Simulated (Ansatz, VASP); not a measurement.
Two plane-wave programs on Si3O2

The input INCAR:

```
  PREC = Accurate
  ENCUT = 520
  EDIFF = 1E-7
  ISMEAR = 0
  SIGMA = 0.1
  LREAL = F
  LASPH = T
  NELM = 150
  ALGO = Normal
  ISIF = 2
  LWAVE = F
  LCHARG = F
  ISPIN = 2
  MAGMOM = 0 0 0 1 1
  LORBIT = 11
  GGA = PE
  NBANDS = 24
```

KPOINTS

```
regular mesh
0
Gamma
  6 6 2
```

The input POSCAR:

```
Si3O2
1.0
    2.8254265800      0.0000000000      0.0000000000
    0.0000000000      2.8254265800      0.0000000000
    0.0000000000      0.0000000000      8.5562183100
Si O
3 2
Direct
    0.0000000000      0.0000000000      0.3350262800
    0.0000000000      0.0000000000      0.6649737200
    0.0000000000      0.0000000000      0.0000000000
    0.0000000000      0.0000000000      0.5000000000
    0.5000000000      0.5000000000      0.0000000000
```

Input for Ansatz:

```yaml
crystal:
  lattice:
    - [2.82542658, 0.0, 0.0]
    - [0.0, 2.82542658, 0.0]
    - [0.0, 0.0, 8.55621831]
  atoms:
    - { symbol: Si, position: [0.0, 0.0, 0.33502628] }
    - { symbol: Si, position: [0.0, 0.0, 0.66497372] }
    - { symbol: Si, position: [0.0, 0.0, 0.0] }
    - { symbol: O, position: [0.0, 0.0, 0.5], spin: 1.0 }
    - { symbol: O, position: [0.5, 0.5, 0.0], spin: 1.0 }
basis:
  ecutwfc: 420
kpoints:
  mp_grid: { grid: [6, 6, 2] }
hamiltonian:
  xc: pbe
scf:
  occupations: { method: gaussian, width: 0.1 }
  lower_state_search: "off"
output:
  forces: true
  stress: true
  eigenvalues: true
  populations: true
magnetization:
  spin_polarized: true
```

Alike in both runs: task single point; functional PBE; k mesh 6 × 6 × 2; occupations gaussian, width 0.1 eV; collinear spin.

```csv
,VASP,Ansatz
version,VASP 6.6.1,Ansatz 0.2.0
potentials or method,"VASP PAW PBE potentials, release 64 (Si, O), cutoff 520 eV","scalar-relativistic, plane waves, PAW"
valence electrons in the cell,24,24
```

```tsv
	VASP	Ansatz	Ansatz less VASP
gap on the k mesh at the Fermi level (eV)	none	none	-
rms of the force components (eV/Å)	5.671	5.760	+0.0889
net moment per atom (μB)	0.00	0.00	0.000
```

Atom by atom the forces differ by 0.089 eV/Å (rms over components). A gap of «none» marks a metal or a gap that the smearing closes. Ansatz's warnings: seeded moment not kept.

The k mesh is coarse, so the values compare programs but aren't converged.
